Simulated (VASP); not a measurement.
# Ru (I4_1/amd) in VASP: single point with PBE

Aim: the single point of Ru with PBE.

All numbers are computed with VASP 6.6.1; they aren't measurements. Logs are shortened: lines on timing, memory, paths and dates and some standing lists are left out, and cuts for length are marked.

## Step 1: The cell of the first run

Symmetry: I4_1/amd, No. 141, tetragonal system. Conventional cell: a = 4.736 Å, b = 4.736 Å, c = 2.762 Å, α = 90.00°, β = 90.00°, γ = 90.00°. Within 3.3 Å of Ru (site symmetry -4m2) lie 10 Ru at 2.47 to 3.15 Å.

## Step 2: Single point, PBE (15.48 Å³/atom)

Contents of POSCAR:

```
Ru
1.0
   -2.3678413702      2.3678413702      1.3808599609
    2.3678413702     -2.3678413702      1.3808599609
    2.3678413702      2.3678413702     -1.3808599609
Ru
2
Direct
   -0.3750000000     -0.1250000000     -0.2500000000
    0.3750000000      0.1250000000      0.2500000000
```

Contents of INCAR.step1:

```
PREC = Accurate ; ENCUT = 520
EDIFF = 1E-6 ; ISMEAR = -1
SIGMA = 0.1 ; LREAL = F
LASPH = T ; NELM = 100
ALGO = Normal ; ISIF = 2
LWAVE = F ; LCHARG = T
LMAXMIX = 4 ; GGA = PE
NBANDS = 21
```

Contents of KPOINTS.step1:

```
regular mesh
0
Gamma
  17 17 17
```

Contents of INCAR.step2:

```
PREC = Accurate ; ENCUT = 520
EDIFF = 1E-6 ; ISMEAR = -5
SIGMA = 0.1 ; LREAL = F
LASPH = T ; NELM = 100
ALGO = Normal ; ISIF = 2
LWAVE = F ; LCHARG = F
LMAXMIX = 4 ; GGA = PE
LORBIT = 11 ; NBANDS = 21
NEDOS = 2001 ; ICHARG = 11
```

Contents of KPOINTS.step2:

```
regular mesh
0
Gamma
  26 26 26
```

Potentials or basis: VASP PAW PBE potentials, release 64 (Ru_pv).

The run is started by

```bash
$ cat potpaw_PBE.64/Ru_pv/POTCAR > POTCAR
$ cp INCAR.step1 INCAR
$ cp KPOINTS.step1 KPOINTS
$ mpirun -np 1 vasp_std > vasp.out
$ cp INCAR.step2 INCAR
$ cp KPOINTS.step2 KPOINTS
$ mpirun -np 1 vasp_std > vasp.out
```

OUTCAR:

```text
PREC = Accurate
   ENCUT = 520
   EDIFF = 1E-6
   ISMEAR = -5
   LREAL = F
   LASPH = T
   NELM = 100
   ISIF = 2
   GGA = PE
   LORBIT = 11
   ICHARG = 11

 ion  position               nearest neighbor table
   1  0.625  0.875  0.750-   2 2.47   2 2.47   2 2.47   2 2.47   2 3.15   2 3.15   2 3.15   2 3.15

   2  0.375  0.125  0.250-   1 2.47   1 2.47   1 2.47   1 2.47   1 3.15   1 3.15   1 3.15   1 3.15

  LATTYP: Found a body centered tetragonal cell.
 ALAT       =     4.7356827404
 C/A-ratio  =     0.5831724955

  Lattice vectors:

 A1 = (  -2.3678413702,   2.3678413702,   1.3808599609)
 A2 = (   2.3678413702,  -2.3678413702,   1.3808599609)
 A3 = (   2.3678413702,   2.3678413702,  -1.3808599609)

Analysis of symmetry for initial positions (statically):
=====================================================================
 Subroutine PRICEL returns:
 Original cell was already a primitive cell.

 Routine SETGRP: Setting up the symmetry group for a
 body centered tetragonal supercell.

 Subroutine GETGRP returns: Found 16 space group operations
 (whereof  4 operations were pure point group operations)
 out of a pool of 16 trial point group operations.

The static configuration has the point symmetry C_2h.
 The point group associated with its full space group is D_4h.

Analysis of symmetry for dynamics (positions and initial velocities):
=====================================================================
 Subroutine PRICEL returns:
 Original cell was already a primitive cell.

 Routine SETGRP: Setting up the symmetry group for a
 body centered tetragonal supercell.

 Subroutine GETGRP returns: Found 16 space group operations
 (whereof  4 operations were pure point group operations)
 out of a pool of 16 trial point group operations.

The dynamic configuration has the point symmetry C_2h.
 The point group associated with its full space group is D_4h.

 Subroutine INISYM returns: Found 16 space group operations
 (whereof  4 operations are pure point group operations),
 and found     1 'primitive' translations

----------------------------------------------------------------------------------------

                                     Primitive cell

  volume of cell :      30.9681

  direct lattice vectors                    reciprocal lattice vectors
    -2.367841370  2.367841370  1.380859961     0.000000000  0.211162794  0.362093199
     2.367841370 -2.367841370  1.380859961     0.211162794  0.000000000  0.362093199
     2.367841370  2.367841370 -1.380859961     0.211162794  0.211162794  0.000000000

  length of vectors
     3.622170584  3.622170584  3.622170584     0.419167282  0.419167282  0.298629287

  position of ions in fractional coordinates (direct lattice)
     0.625000000  0.875000000  0.750000000
     0.375000000  0.125000000  0.250000000

  ion indices of the primitive-cell ions
   primitive index   ion index
                 1           1
                 2           2

----------------------------------------------------------------------------------------

 KPOINTS: regular mesh

Automatic generation of k-mesh.
 Grid dimensions read from file:
 generate k-points for:   26   26   26

 Generating k-lattice:

  Cartesian coordinates                     Fractional coordinates (reciprocal lattice)
     0.000000000  0.008121646  0.013926661     0.038461538  0.000000000  0.000000000
     0.008121646  0.000000000  0.013926661     0.000000000  0.038461538  0.000000000
     0.008121646  0.008121646  0.000000000     0.000000000  0.000000000  0.038461538

  Length of vectors
     0.016121819  0.016121819  0.011485742

  Shift w.r.t. Gamma in fractional coordinates (k-lattice)
     0.000000000  0.000000000  0.000000000

 TETIRR: Found  43137 inequivalent tetrahedra from   105456

 Subroutine IBZKPT returns following result:
 ===========================================

 Found   1330 irreducible k-points:

 Following reciprocal coordinates:
            Coordinates               Weight
  0.000000  0.000000  0.000000      1.000000
  0.038462 -0.000000  0.000000      8.000000
  0.076923 -0.000000  0.000000      8.000000
  0.115385  0.000000 -0.000000      8.000000
  0.153846  0.000000 -0.000000      8.000000
  0.192308  0.000000 -0.000000      8.000000
[... 16 lines left out ...]
  0.346154  0.038462 -0.000000     16.000000
  0.384615  0.038462 -0.000000     16.000000
 [... further k-points ...]
   k-points           NKPTS =   1330   k-points in BZ     NKDIM =   1330   number of bands    NBANDS=     21
   number of dos      NEDOS =   2001   number of ions     NIONS =      2
   total plane-waves  NPLWV =  21952
   dimension x,y,z NGX =    28 NGY =   28 NGZ =   28
   dimension x,y,z NGXF=    56 NGYF=   56 NGZF=   56
   ions per type =               2
   NGX,Y,Z   is equivalent  to a cutoff of  12.85, 12.85, 12.85 a.u.
   NGXF,Y,Z  is equivalent  to a cutoff of  25.70, 25.70, 25.70 a.u.
 SYSTEM =  unknown system
   PREC   = accura    normal or accurate (medium, high low for compatibility)
   ISTART =      0    job   : 0-new  1-cont  2-samecut
   ICHARG =     11    charge: 1-file 2-atom 10-const
   ISPIN  =      1    spin polarized calculation?
   LNONCOLLINEAR =      F non collinear calculations
   LSORBIT =      F    spin-orbit coupling
   LASPH  =      T    aspherical Exc in radial PAW
   ENCUT  =  520.0 eV  38.22 Ry    6.18 a.u.   6.73  6.73  6.73*2*pi/ulx,y,z
   NELM   =    100;   NELMIN=  2; NELMDL=  0     # of ELM steps
   EDIFF  = 0.1E-05   stopping-criterion for ELM
   LREAL  =      F    real-space projection
   EDIFFG = 0.1E-04   stopping-criterion for IOM
   NSW    =      0    number of steps for IOM
   IBRION =     -1    ionic relax: 0-MD 1-quasi-New 2-CG
   NFREE  =      0    steps in history (QN), initial steepest desc. (CG)
   ISIF   =      2    stress and relaxation
   ISYM   =      2    0-nonsym 1-usesym 2-fastsym
   POTIM  = 0.5000    time-step for ionic-motion
   TEBEG  =    0.0;   TEEND  =   0.0 temperature during run
   PSTRESS=    0.0 pullay stress
   NELECT =      28.0000    total number of electrons
   NUPDOWN=      -1.0000    fix difference up-down
   EMIN   =  10.00;   EMAX   =-10.00  energy-range for DOS
   EFERMI =   0.00;   METHOD = LEGACY
   ISMEAR =    -5;   SIGMA  =   0.10  broadening in eV -4-tet -1-fermi 0-gaus
   EFERMI_NEDOS =   21; number of points for ismear=-14 and -15
   IALGO  =     38    algorithm
   IMIX   =      4    mixing-type and parameters
     AMIX     =   0.40;   BMIX     =  1.00
     AMIX_MAG =   1.60;   BMIX_MAG =  1.00
  volume/ion in A,a.u.               =      15.48       104.49
  Fermi-wavevector in a.u.,A,eV,Ry     =   1.583030  2.991494 34.095995  2.505985
  Thomas-Fermi vector in A             =   2.682863
   LORBIT       =     11    0 simple, 1 ext, 2 COOP (PROOUT), +10 PAW based schemes
   GGA     = PE    functional components
   LHFCALC =     F    Hartree Fock is set to
   AEXX    =    0.0000 exact exchange contribution
   IVDW    =     0    specifies the selected vdW correction
   LEPSILON=     F    determine dielectric tensor
   LRPA    =     F    only Hartree local field effects (RPA)
 non-spin polarized calculation
 Fermi weights with tetrahedron method with Bloechl corrections
  energy-cutoff  :      520.00
  volume of cell :       30.97
 maximum number of plane-waves:       870

 number of electron      28.0000001 magnetization

 Free energy of the ion-electron system (eV)
  ---------------------------------------------------
  ext. energy  EPLUGINS =         0.00000000
  ---------------------------------------------------
  free energy    TOTEN  =       -16.63894927 eV

  energy without entropy =      -16.63894927  energy(sigma->0) =      -16.63894927

 E-fermi :  10.6521     XC(G=0): -13.2051

 val. band max:       10.6820264084   @ k =   0.2692   0.2692   0.1538
 cond. band min:      10.6330317818   @ k =  -0.2692   0.4615   0.0769
 fundamental gap:     -0.0489946266
 Fermi energy:        10.6520770182

 k-point     1 :       0.0000    0.0000    0.0000
  band No.  band energies     occupation
      1     -32.5594      2.00000
      2     -32.5594      2.00000
      3     -31.7227      2.00000
      4     -31.6984      2.00000
      5     -31.5741      2.00000
      6     -31.5741      2.00000
[... 13 lines left out ...]
     20      21.6143      0.00000
     21      21.6158      0.00000

 k-point     2 :       0.0385   -0.0000    0.0000
  band No.  band energies     occupation
      1     -32.5592      2.00000
      2     -32.5551      2.00000
      3     -31.7305      2.00000
      4     -31.7050      2.00000
      5     -31.5760      2.00000
      6     -31.5735      2.00000
[... 13 lines left out ...]
     20      21.6144      0.00000
     21      21.6157      0.00000

 k-point     3 :       0.0769   -0.0000    0.0000
  band No.  band energies     occupation
      1     -32.5588      2.00000
      2     -32.5427      2.00000
      3     -31.7529      2.00000
      4     -31.7243      2.00000
      5     -31.5819      2.00000
      6     -31.5717      2.00000
[... 13 lines left out ...]
     20      21.6144      0.00000
     21      21.6157      0.00000
[... 457 lines left out ...]
 k-point    23 :       0.3462    0.0385   -0.0000
  band No.  band energies     occupation
      1     -32.5445      2.00000
      2     -32.3764      2.00000
      3     -32.1566      2.00000
      4     -31.9804      2.00000
      5     -31.7346      2.00000
      6     -31.5419      2.00000
[... 13 lines left out ...]
     20      20.4688      0.00000
     21      21.6161      0.00000

 k-point    24 :       0.3846    0.0385   -0.0000
  band No.  band energies     occupation
      1     -32.5450      2.00000
      2     -32.3682      2.00000
      3     -32.1940      2.00000
      4     -31.9734      2.00000
      5     -31.7653      2.00000
      6     -31.5384      2.00000
[... 13 lines left out ...]
     20      20.1540      0.00000
     21      21.6153      0.00000

 [... further k-points ...]

------------------------ aborting loop because EDIFF is reached ----------------------------------------

  FORCE on cell =-STRESS in cart. coord.  units (eV):
  Direction    XX          YY          ZZ          XY          YZ          ZX
  --------------------------------------------------------------------------------------
  -------------------------------------------------------------------------------------
  Total       -0.0355588     -0.0355588      0.0139763      0.0000000      0.0000000      0.0000000
  in kB       -1.8396835     -1.8396835      0.7230849      0.0000000      0.0000000      0.0000000
  external PRESSURE =      -0.9854274 kB  Pullay stress =       0.0000000 kB

 VOLUME and BASIS-vectors are now :
 -----------------------------------------------------------------------------
  energy-cutoff  :      520.00
  volume of cell :       30.97
      direct lattice vectors                 reciprocal lattice vectors
    -2.367841370  2.367841370  1.380859961     0.000000000  0.211162794  0.362093199
     2.367841370 -2.367841370  1.380859961     0.211162794  0.000000000  0.362093199
     2.367841370  2.367841370 -1.380859961     0.211162794  0.211162794  0.000000000

 POSITION                                       TOTAL-FORCE (eV/Angst)
 -----------------------------------------------------------------------------------
      2.36784      1.18392      1.03564        -0.000000     -0.000000      0.000000
      0.00000      1.18392      0.34521         0.000000      0.000000     -0.000000
 -----------------------------------------------------------------------------------
    total drift:                                0.000000      0.000000     -0.000000

  FREE ENERGIE OF THE ION-ELECTRON SYSTEM (eV)
  ---------------------------------------------------
  free  energy   TOTEN  =       -16.6389492696 eV

  energy  without entropy=      -16.6389492696  energy(sigma->0) =      -16.63894927

 total charge

# of ion       s       p       d       tot
------------------------------------------
    1        0.398   6.232   6.012  12.643
    2        0.398   6.232   6.012  12.643
--------------------------------------------------
tot          0.797  12.465  12.024  25.286
```

It took 15 min on 1 thread of Oxide Virtual Turin-like, shared host; peak memory 0.84 GiB.

Results:

```yaml
Valence_electrons_inside_the_program's_atomic_spheres: Ru 12.64
```

Levels at points of the mesh, in eV from the Fermi level:
| k point | band 12 | band 13 | band 14 | band 15 | band 16 | band 17 |
| --- | --- | --- | --- | --- | --- | --- |
| (0.00, 0.00, 0.00) | -0.55 | -0.55 | -0.45 | -0.45 | 2.04 | 3.16 |
| (0.50, 0.00, 0.00) | -1.19 | -0.49 | 0.09 | 1.35 | 1.49 | 3.22 |
| (0.50, 0.50, 0.00) | -2.66 | -0.61 | -0.61 | 0.81 | 0.81 | 1.45 |
| (0.50, 0.50, 0.50) | -0.69 | -0.18 | -0.18 | -0.01 | -0.01 | 0.51 |
